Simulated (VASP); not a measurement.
Runs of VASP 6.6.1 on AlN. The structure is that of space group Fm-3m (No. 225), or close to it. The cells are those of the table. 

```csv
task,level,potentials or basis,cell,k mesh,cutoff (eV),smearing,grid for exact exchange (PRECFOCK),share of exact exchange,gap on the mesh (eV),pressure (GPa),relaxed volume (Å³/atom)
single point,PBE,"VASP PAW PBE potentials, release 64 (Al, N)","a = 2.877 Å, angles 60.0°, 2 atoms",11 × 11 × 11,520,gaussian 0.015 eV,-,-,4.55,0.0,-
dielectric tensor,LDA,"VASP PAW LDA potentials, release 64 (Al, N)","a = 2.877 Å, angles 60.0°, 2 atoms",11 × 11 × 11,520,gaussian 0.01 eV,-,-,4.41,-,-
single point,PBEsol,"VASP PAW PBE potentials, release 64 (Al, N)","a = 2.915 Å, angles 60.0°, 2 atoms",11 × 11 × 11,520,fermi-dirac 0.05 eV,-,-,(b),-13.4,-
single point,BLYP,"VASP PAW PBE potentials, release 64 (Al, N)","a = 2.894 Å, angles 60.0°, 2 atoms",11 × 11 × 11,520,fermi-dirac 0.05 eV,-,-,4.48,(d),-
single point,PBEsol-based global hybrid,"VASP PAW PBE potentials, release 64 (Al, N)","a = 2.838 Å, angles 60.0°, 2 atoms",6 × 6 × 6,520,fermi-dirac 0.05 eV,Normal,0.25,6.94,0.3,-
relaxation of cell and atoms,RPBE+D3(BJ),"VASP PAW PBE potentials, release 64 (Al, N)","relaxed from a = 2.877 Å, angles 60.0°, 2 atoms",11 × 11 × 11,600,fermi-dirac 0.05 eV,-,-,5.23,0.0,7.62
single point,LDA,"VASP PAW LDA potentials, release 64 (Al, N)","a = 2.877 Å, angles 60.0°, 2 atoms",11 × 11 × 11,520,fermi-dirac 0.05 eV,-,-,4.41,-10.4,-
single point,PBEsol,"VASP PAW PBE potentials, release 64 (Al, N)","a = 2.860 Å, angles 60.0°, 2 atoms",11 × 11 × 11,520,fermi-dirac 0.05 eV,-,-,(c),-0.1,-
relaxation of cell and atoms,BLYP+D4,"VASP PAW PBE potentials, release 64 (Al, N)","relaxed from a = 2.877 Å, angles 60.0°, 2 atoms",11 × 11 × 11,600,fermi-dirac 0.05 eV,-,-,5.00,-0.1,(a)
single point,PBE,"VASP PAW PBE potentials, release 64 (Al, N)","a = 2.877 Å, angles 60.0°, 2 atoms",11 × 11 × 11,520,gaussian 0.025 eV,-,-,4.55,0.0,-
single point,LDA,"VASP PAW LDA potentials, release 64 (Al, N)","a = 2.934 Å, angles 60.0°, 2 atoms",11 × 11 × 11,520,fermi-dirac 0.05 eV,-,-,3.87,-22.5,-
single point,PBEsol,"VASP PAW PBE potentials, release 64 (Al, N)","a = 2.877 Å, angles 60.0°, 2 atoms",11 × 11 × 11,520,fermi-dirac 0.05 eV,-,-,4.50,-4.6,-
```

Alike in all rows: no spin polarisation.

**Question.** Fill in the values left out.

**Answer.** (a) 8.13; (b) 4.14; (c) 4.67; (d) 0.4.

Caveats: some runs use coarse meshes; the PAW data sets were made with another functional, which shifts forces and pressure a little (some runs).

A k mesh can miss the band edges.
